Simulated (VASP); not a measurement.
# Sr (P6_3/mmc) in VASP: further runs

The runs below take Sr through single point, with r2SCAN.

All numbers are computed with VASP 6.6.1; they aren't measurements. Logs are shortened: lines on timing, memory, paths and dates and some standing lists are left out, and cuts for length are marked.

### 1 The cell of the first run

The structure is hexagonal, space group P6_3/mmc (No. 194). Conventional cell: a = 4.479 Å, b = 4.479 Å, c = 14.703 Å, α = 90.00°, β = 90.00°, γ = 120.00°. Within 5.9 Å of Sr (site symmetry -3m) lie 12 Sr at 4.48 to 4.49 Å. Within 5.9 Å of Sr (site symmetry -6m2) lie 12 Sr at 4.48 to 4.49 Å.

This isn't the form of Sr at room conditions, which is fcc.

### 2 Single point, r2SCAN (63.85 Å³/atom)

POSCAR reads:

```
Sr
1.0
    4.4785988347      0.0000000000      0.0000000000
   -2.2392994173      3.8785803643      0.0000000000
    0.0000000000      0.0000000000     14.7031428242
Sr
4
Direct
    1.0000000000      1.0000000000      0.0000000000
    1.0000000000      0.0000000000      0.5000000000
    0.3333333333      0.6666666667      0.2500000000
    0.6666666667      0.3333333333      0.7500000000
```

INCAR.step1 reads:

```
PREC = Accurate
ENCUT = 520
ISMEAR = -1
SIGMA = 0.1
LREAL = F
LASPH = T
NELM = 80
NBANDS = 28
GGA = PE
ALGO = Normal
EDIFF = 1E-4
LWAVE = T
LCHARG = F
```

INCAR.step2 reads:

```
PREC = Accurate
ENCUT = 520
EDIFF = 1E-6
ISMEAR = -1
SIGMA = 0.1
LREAL = F
LASPH = T
NELM = 80
ALGO = Normal
ISIF = 2
LWAVE = F
LCHARG = T
METAGGA = R2SCAN
LMIXTAU = T
LELF = T
LVHAR = T
NBANDS = 28
ISTART = 1
```

KPOINTS reads:

```
regular mesh
0
Gamma
  10 10 3
```

Potentials or basis: VASP PAW PBE potentials, release 64 (Sr_sv).

Launch:

```console
$ cat potpaw_PBE.64/Sr_sv/POTCAR > POTCAR
$ cp INCAR.step1 INCAR
$ mpirun -np 1 vasp_std > vasp.out
$ cp INCAR.step2 INCAR
$ mpirun -np 1 vasp_std > vasp.out
```

OUTCAR:

```text
PREC = Accurate
   ENCUT = 520
   EDIFF = 1E-6
   ISMEAR = -1
   LREAL = F
   LASPH = T
   NELM = 80
   ISIF = 2
   METAGGA = R2SCAN
   ISTART = 1

 ion  position               nearest neighbor table
   1  0.000  0.000  0.000-   3 4.49   4 4.49   4 4.49   3 4.49   4 4.49   3 4.49
   2  0.000  0.000  0.500-   3 4.49   4 4.49   4 4.49   3 4.49   4 4.49   3 4.49
   3  0.333  0.667  0.250-   1 4.49   2 4.49   1 4.49   2 4.49   1 4.49   2 4.49
   4  0.667  0.333  0.750-   1 4.49   2 4.49   1 4.49   2 4.49   1 4.49   2 4.49

  LATTYP: Found a hexagonal cell.
 ALAT       =     4.4785988347
 C/A-ratio  =     3.2829783079

  Lattice vectors:

 A1 = (   4.4785988347,   0.0000000000,   0.0000000000)
 A2 = (  -2.2392994173,   3.8785803643,   0.0000000000)
 A3 = (   0.0000000000,   0.0000000000,  14.7031428242)

Analysis of symmetry for initial positions (statically):
=====================================================================
 Subroutine PRICEL returns:
 Original cell was already a primitive cell.

 Routine SETGRP: Setting up the symmetry group for a
 hexagonal supercell.

 Subroutine GETGRP returns: Found 24 space group operations
 (whereof 12 operations were pure point group operations)
 out of a pool of 24 trial point group operations.

The static configuration has the point symmetry D_3d.
 The point group associated with its full space group is D_6h.

Analysis of symmetry for dynamics (positions and initial velocities):
=====================================================================
 Subroutine PRICEL returns:
 Original cell was already a primitive cell.

 Routine SETGRP: Setting up the symmetry group for a
 hexagonal supercell.

 Subroutine GETGRP returns: Found 24 space group operations
 (whereof 12 operations were pure point group operations)
 out of a pool of 24 trial point group operations.

The dynamic configuration has the point symmetry D_3d.
 The point group associated with its full space group is D_6h.

 Subroutine INISYM returns: Found 24 space group operations
 (whereof 12 operations are pure point group operations),
 and found     1 'primitive' translations

----------------------------------------------------------------------------------------

                                     Primitive cell

  volume of cell :     255.4025

  direct lattice vectors                    reciprocal lattice vectors
     4.478598835  0.000000000  0.000000000     0.223284120  0.128913147  0.000000000
    -2.239299417  3.878580364  0.000000000     0.000000000  0.257826294  0.000000000
     0.000000000  0.000000000 14.703142824     0.000000000  0.000000000  0.068012670

  length of vectors
     4.478598835  4.478598835 14.703142824     0.257826294  0.257826294  0.068012670

  position of ions in fractional coordinates (direct lattice)
     0.000000000  0.000000000  0.000000000
     0.000000000  0.000000000  0.500000000
     0.333333333  0.666666667  0.250000000
     0.666666667  0.333333333  0.750000000

  ion indices of the primitive-cell ions
   primitive index   ion index
                 1           1
                 2           2
                 3           3
                 4           4

----------------------------------------------------------------------------------------

 KPOINTS: regular mesh

Automatic generation of k-mesh.
 Grid dimensions read from file:
 generate k-points for:   10   10    3

 Generating k-lattice:

  Cartesian coordinates                     Fractional coordinates (reciprocal lattice)
     0.022328412  0.012891315  0.000000000     0.100000000  0.000000000  0.000000000
     0.000000000  0.025782629  0.000000000     0.000000000  0.100000000  0.000000000
     0.000000000  0.000000000  0.022670890     0.000000000  0.000000000  0.333333333

  Length of vectors
     0.025782629  0.025782629  0.022670890

  Shift w.r.t. Gamma in fractional coordinates (k-lattice)
     0.000000000  0.000000000  0.000000000

 Subroutine IBZKPT returns following result:
 ===========================================

 Found     28 irreducible k-points:

 Following reciprocal coordinates:
            Coordinates               Weight
  0.000000  0.000000  0.000000      1.000000
  0.100000  0.000000  0.000000      6.000000
  0.200000  0.000000  0.000000      6.000000
  0.300000  0.000000  0.000000      6.000000
  0.400000  0.000000  0.000000      6.000000
  0.500000  0.000000  0.000000      3.000000
[... 16 lines left out ...]
  0.300000  0.100000  0.333333     24.000000
  0.400000  0.100000  0.333333     24.000000
 [... further k-points ...]
   k-points           NKPTS =     28   k-points in BZ     NKDIM =     28   number of bands    NBANDS=     28
   number of dos      NEDOS =    301   number of ions     NIONS =      4
   total plane-waves  NPLWV = 145152
   dimension x,y,z NGX =    36 NGY =   36 NGZ =  112
   dimension x,y,z NGXF=    72 NGYF=   72 NGZF=  224
   ions per type =               4
   NGX,Y,Z   is equivalent  to a cutoff of  13.36, 13.36, 12.66 a.u.
   NGXF,Y,Z  is equivalent  to a cutoff of  26.73, 26.73, 25.33 a.u.
 SYSTEM =  unknown system
   PREC   = accura    normal or accurate (medium, high low for compatibility)
   ISTART =      1    job   : 0-new  1-cont  2-samecut
   ICHARG =      0    charge: 1-file 2-atom 10-const
   ISPIN  =      1    spin polarized calculation?
   LNONCOLLINEAR =      F non collinear calculations
   LSORBIT =      F    spin-orbit coupling
   LASPH  =      T    aspherical Exc in radial PAW
   ENCUT  =  520.0 eV  38.22 Ry    6.18 a.u.   8.33  8.33 27.34*2*pi/ulx,y,z
   NELM   =     80;   NELMIN=  2; NELMDL=  0     # of ELM steps
   EDIFF  = 0.1E-05   stopping-criterion for ELM
   LREAL  =      F    real-space projection
   EDIFFG = 0.1E-04   stopping-criterion for IOM
   NSW    =      0    number of steps for IOM
   IBRION =     -1    ionic relax: 0-MD 1-quasi-New 2-CG
   NFREE  =      0    steps in history (QN), initial steepest desc. (CG)
   ISIF   =      2    stress and relaxation
   ISYM   =      2    0-nonsym 1-usesym 2-fastsym
   POTIM  = 0.5000    time-step for ionic-motion
   TEBEG  =    0.0;   TEEND  =   0.0 temperature during run
   PSTRESS=    0.0 pullay stress
   NELECT =      40.0000    total number of electrons
   NUPDOWN=      -1.0000    fix difference up-down
   EMIN   =  10.00;   EMAX   =-10.00  energy-range for DOS
   EFERMI =   0.00;   METHOD = LEGACY
   ISMEAR =    -1;   SIGMA  =   0.10  broadening in eV -4-tet -1-fermi 0-gaus
   EFERMI_NEDOS =   21; number of points for ismear=-14 and -15
   IALGO  =     38    algorithm
   IMIX   =      4    mixing-type and parameters
     AMIX     =   0.40;   BMIX     =  1.00
     AMIX_MAG =   1.60;   BMIX_MAG =  1.00
  volume/ion in A,a.u.               =      63.85       430.89
  Fermi-wavevector in a.u.,A,eV,Ry     =   0.882443  1.667575 10.594923  0.778705
  Thomas-Fermi vector in A             =   2.003075
   LORBIT       =      0    0 simple, 1 ext, 2 COOP (PROOUT), +10 PAW based schemes
   METAGGA = R2SCAN    functional components
   LHFCALC =     F    Hartree Fock is set to
   AEXX    =    0.0000 exact exchange contribution
   IVDW    =     0    specifies the selected vdW correction
   LEPSILON=     F    determine dielectric tensor
   LRPA    =     F    only Hartree local field effects (RPA)
 non-spin polarized calculation
  energy-cutoff  :      520.00
  volume of cell :      255.40
 maximum number of plane-waves:      6913
 NGX is ok and might be reduce to    36
   NGX = 17   NGY = 17   NGZ = 55

 number of electron      40.0000001 magnetization

 Free energy of the ion-electron system (eV)
  ---------------------------------------------------
  ext. energy  EPLUGINS =         0.00000000
  ---------------------------------------------------
  free energy    TOTEN  =       -60.37279398 eV

  energy without entropy =      -60.19814723  energy(sigma->0) =      -60.28547060

 E-fermi :   1.1068     XC(G=0):  -7.3323

 val. band max:        1.1045271706   @ k =   0.3000   0.0000   0.0000
 cond. band min:       1.1152130138   @ k =   0.3000   0.3000   0.0000
 fundamental gap:      0.0106858432
 Fermi energy:         1.1067971590

 k-point     1 :       0.0000    0.0000    0.0000
  band No.  band energies     occupation
      1     -37.2082      2.00000
      2     -37.2052      2.00000
      3     -37.2037      2.00000
      4     -37.2008      2.00000
      5     -18.5977      2.00000
      6     -18.5401      2.00000
[... 20 lines left out ...]
     27       3.5892      0.00000
     28       3.6092      0.00000

 k-point     2 :       0.1000    0.0000    0.0000
  band No.  band energies     occupation
      1     -37.2075      2.00000
      2     -37.2048      2.00000
      3     -37.2032      2.00000
      4     -37.2005      2.00000
      5     -18.5940      2.00000
      6     -18.5415      2.00000
[... 20 lines left out ...]
     27       3.6245      0.00000
     28       3.6902      0.00000

 k-point     3 :       0.2000    0.0000    0.0000
  band No.  band energies     occupation
      1     -37.2058      2.00000
      2     -37.2035      2.00000
      3     -37.2020      2.00000
      4     -37.1996      2.00000
      5     -18.5837      2.00000
      6     -18.5497      2.00000
[... 20 lines left out ...]
     27       3.5192      0.00000
     28       3.8209      0.00000

 k-point     4 :       0.3000    0.0000    0.0000
  band No.  band energies     occupation
      1     -37.2036      2.00000
      2     -37.2019      2.00000
      3     -37.2004      2.00000
      4     -37.1987      2.00000
      5     -18.5753      2.00000
      6     -18.5707      2.00000
[... 578 lines left out ...]
     27       3.2857      0.00000
     28       3.3973      0.00000

 k-point    23 :       0.3000    0.1000    0.3333
  band No.  band energies     occupation
      1     -37.2021      2.00000
      2     -37.2015      2.00000
      3     -37.1991      2.00000
      4     -37.1985      2.00000
      5     -18.5821      2.00000
      6     -18.5769      2.00000
[... 20 lines left out ...]
     27       2.9559      0.00000
     28       3.1757      0.00000

 k-point    24 :       0.4000    0.1000    0.3333
  band No.  band energies     occupation
      1     -37.2007      2.00000
      2     -37.2004      2.00000
      3     -37.1985      2.00000
      4     -37.1981      2.00000
      5     -18.5935      2.00000
      6     -18.5921      2.00000
[... 20 lines left out ...]
     27       2.8068      0.00000
     28       3.1093      0.00000

 [... further k-points ...]

------------------------ aborting loop because EDIFF is reached ----------------------------------------

  FORCE on cell =-STRESS in cart. coord.  units (eV):
  Direction    XX          YY          ZZ          XY          YZ          ZX
  --------------------------------------------------------------------------------------
  -------------------------------------------------------------------------------------
  Total       -1.8009508     -1.8009508     -1.8184327     -0.0000000      0.0000000     -0.0000000
  in kB      -11.2976286    -11.2976286    -11.4072954     -0.0000000      0.0000000     -0.0000000
  external PRESSURE =     -11.3341842 kB  Pullay stress =       0.0000000 kB

 VOLUME and BASIS-vectors are now :
 -----------------------------------------------------------------------------
  energy-cutoff  :      520.00
  volume of cell :      255.40
      direct lattice vectors                 reciprocal lattice vectors
     4.478598835  0.000000000  0.000000000     0.223284120  0.128913147  0.000000000
    -2.239299417  3.878580364  0.000000000     0.000000000  0.257826294  0.000000000
     0.000000000  0.000000000 14.703142824     0.000000000  0.000000000  0.068012670

 POSITION                                       TOTAL-FORCE (eV/Angst)
 -----------------------------------------------------------------------------------
      0.00000      0.00000      0.00000         0.000000      0.000000      0.000000
      0.00000      0.00000      7.35157         0.000000      0.000000      0.000000
     -0.00000      2.58572      3.67579        -0.000000      0.000000      0.000000
      2.23930      1.29286     11.02736        -0.000000     -0.000000     -0.000000
 -----------------------------------------------------------------------------------
    total drift:                               -0.000000      0.000000      0.000000

  FREE ENERGIE OF THE ION-ELECTRON SYSTEM (eV)
  ---------------------------------------------------
  free  energy   TOTEN  =       -60.3727939768 eV

  energy  without entropy=      -60.1981472314  energy(sigma->0) =      -60.28547060
```

Wall time 9.1 min (1 thread of AMD EPYC 9R45 (Zen 5), shared host); peak memory 0.45 GiB.

What came out:

| Property | Result |
| --- | --- |
| Free energy | -60.3728 eV |
| Pressure | -1.1 GPa |
| Band gap on the k mesh | zero (bands 20 and 21 overlap by 0.35 eV) |

Levels at points of the mesh, in eV from the Fermi level:
```
           k point  band 18  band 19  band 20  band 21  band 22  band 23
(0.00, 0.00, 0.00)    -2.72    -2.71    -1.00    -0.19     1.39     1.40
(0.50, 0.00, 0.00)    -0.77    -0.65    -0.52    -0.01     0.06     0.47
```

Caveat: the PAW data sets were made with another functional, which shifts forces and pressure a little.

### 3 Single point, r2SCAN

This run uses another cell than the first one, of 57.01 Å³/atom.

POSCAR reads:

```
Sr
1.0
    4.3125699778      0.0000000000      0.0000000000
   -2.1562849889      3.7347951564      0.0000000000
    0.0000000000      0.0000000000     14.1580736885
Sr
4
Direct
    1.0000000000      1.0000000000      0.0000000000
    1.0000000000      0.0000000000      0.5000000000
    0.3333333333      0.6666666667      0.2500000000
    0.6666666667      0.3333333333      0.7500000000
```

INCAR.step1 reads:

```
SYSTEM = Sr
  PREC = Accurate
  ENCUT = 520
  ISMEAR = -1
  SIGMA = 0.1
  LREAL = .False.
  LASPH = .True.
  NELM = 80
  NBANDS = 28
  GGA = PE
  ALGO = Normal
  EDIFF = 1E-4
  LWAVE = .True.
  LCHARG = .False.
```

INCAR.step2 reads:

```
SYSTEM = Sr
  PREC = Accurate
  ENCUT = 520
  EDIFF = 1E-6
  ISMEAR = -1
  SIGMA = 0.1
  LREAL = .False.
  LASPH = .True.
  NELM = 80
  ALGO = Normal
  ISIF = 2
  LWAVE = .False.
  LCHARG = .True.
  METAGGA = R2SCAN
  LMIXTAU = .True.
  LELF = .True.
  LVHAR = .True.
  NBANDS = 28
  ISTART = 1
```

KPOINTS reads:

```
regular mesh
0
Gamma
  11 11 3
  0 0 0
```

Potentials or basis: VASP PAW PBE potentials, release 64 (Sr_sv).

Launch:

```console
$ cat potpaw_PBE.64/Sr_sv/POTCAR > POTCAR
$ cp INCAR.step1 INCAR
$ mpirun -np 1 vasp_std > vasp.out
$ cp INCAR.step2 INCAR
$ mpirun -np 1 vasp_std > vasp.out
```

OUTCAR:

```text
SYSTEM = Sr
   PREC = Accurate
   ENCUT = 520
   EDIFF = 1E-6
   ISMEAR = -1
   LREAL = .False.
   LASPH = .True.
   NELM = 80
   ISIF = 2
   METAGGA = R2SCAN
   ISTART = 1

 ion  position               nearest neighbor table
   1  0.000  0.000  0.000-   3 4.33   4 4.33   4 4.33   3 4.33   4 4.33   3 4.33
   2  0.000  0.000  0.500-   3 4.33   4 4.33   4 4.33   3 4.33   4 4.33   3 4.33
   3  0.333  0.667  0.250-   1 4.33   2 4.33   1 4.33   2 4.33   1 4.33   2 4.33
   4  0.667  0.333  0.750-   1 4.33   2 4.33   1 4.33   2 4.33   1 4.33   2 4.33
[... 946 lines left out ...]
  Direction    XX          YY          ZZ          XY          YZ          ZX
  --------------------------------------------------------------------------------------
  -------------------------------------------------------------------------------------
  Total        0.0316033      0.0316033      0.0268051      0.0000000     -0.0000000      0.0000000
  in kB        0.2220420      0.2220420      0.1883307      0.0000000     -0.0000000      0.0000000
  external PRESSURE =       0.2108049 kB  Pullay stress =       0.0000000 kB

 VOLUME and BASIS-vectors are now :
 -----------------------------------------------------------------------------
  energy-cutoff  :      520.00
  volume of cell :      228.04
      direct lattice vectors                 reciprocal lattice vectors
     4.312569978  0.000000000  0.000000000     0.231880295  0.133876151  0.000000000
    -2.156284989  3.734795156  0.000000000     0.000000000  0.267752302  0.000000000
     0.000000000  0.000000000 14.158073689     0.000000000  0.000000000  0.070631078

 POSITION                                       TOTAL-FORCE (eV/Angst)
 -----------------------------------------------------------------------------------
      0.00000      0.00000      0.00000         0.000000     -0.000000      0.000000
      0.00000      0.00000      7.07904         0.000000     -0.000000      0.000000
     -0.00000      2.48986      3.53952         0.000000     -0.000000     -0.000000
      2.15628      1.24493     10.61856        -0.000000      0.000000      0.000000
 -----------------------------------------------------------------------------------
    total drift:                               -0.000000      0.000000      0.000000

  FREE ENERGIE OF THE ION-ELECTRON SYSTEM (eV)
  ---------------------------------------------------
  free  energy   TOTEN  =       -60.4730520048 eV

  energy  without entropy=      -60.3036608510  energy(sigma->0) =      -60.38835643
```

OUTCAR.step1:

```text
SYSTEM = Sr
   PREC = Accurate
   ENCUT = 520
   ISMEAR = -1
   LREAL = .False.
   LASPH = .True.
   NELM = 80
[... 973 lines left out ...]
      0.00000      0.00000      7.07904         0.000000     -0.000000      0.000000
     -0.00000      2.48986      3.53952        -0.000000      0.000000      0.000000
      2.15628      1.24493     10.61856         0.000000     -0.000000     -0.000000
 -----------------------------------------------------------------------------------
    total drift:                               -0.000000      0.000000      0.000000

  FREE ENERGIE OF THE ION-ELECTRON SYSTEM (eV)
  ---------------------------------------------------
  free  energy   TOTEN  =        -6.6235416665 eV

  energy  without entropy=       -6.4440138112  energy(sigma->0) =       -6.53377774
```

OSZICAR.step1:

```text
N       E                     dE             d eps       ncg     rms          rms(c)
DAV:   1     0.261811608706E+03    0.26181E+03   -0.18247E+04  1816   0.121E+03
DAV:   2     0.157995320191E+02   -0.24601E+03   -0.24234E+03  2128   0.283E+02
DAV:   3    -0.528334870683E+01   -0.21083E+02   -0.20823E+02  2832   0.590E+01
DAV:   4    -0.655559447244E+01   -0.12722E+01   -0.12668E+01  2604   0.130E+01
DAV:   5    -0.660877364145E+01   -0.53179E-01   -0.53130E-01  2560   0.244E+00    0.221E+01
DAV:   6    -0.661768842069E+01   -0.89148E-02   -0.44798E-02  2368   0.163E+00    0.125E+01
DAV:   7    -0.662318730108E+01   -0.54989E-02   -0.48167E-02  2100   0.193E+00    0.584E-01
DAV:   8    -0.662337034254E+01   -0.18304E-03   -0.70364E-03  2656   0.344E-01    0.112E-01
DAV:   9    -0.662348048929E+01   -0.11015E-03   -0.36860E-04  1824   0.573E-02    0.746E-02
DAV:  10    -0.662354166646E+01   -0.61177E-04   -0.29206E-05  1324   0.404E-02
   1 F= -.66235417E+01 E0= -.65337777E+01  d E =-.179528E+00
```

It took 7.7 min on 1 thread of AMD EPYC 9R45 (Zen 5), shared host; peak memory 0.42 GiB.

Results:

- Free energy: -60.4731 eV
- Pressure: 0.0 GPa
- Band gap on the k mesh: zero (bands 20 and 21 overlap by 0.26 eV)

Levels at points of the mesh, in eV from the Fermi level:
```
           k point  band 18  band 19  band 20  band 21  band 22  band 23
(0.00, 0.00, 0.00)    -2.82    -2.81    -1.05    -0.09     1.43     1.45
```

Caveat: the PAW data sets were made with another functional, which shifts forces and pressure a little.
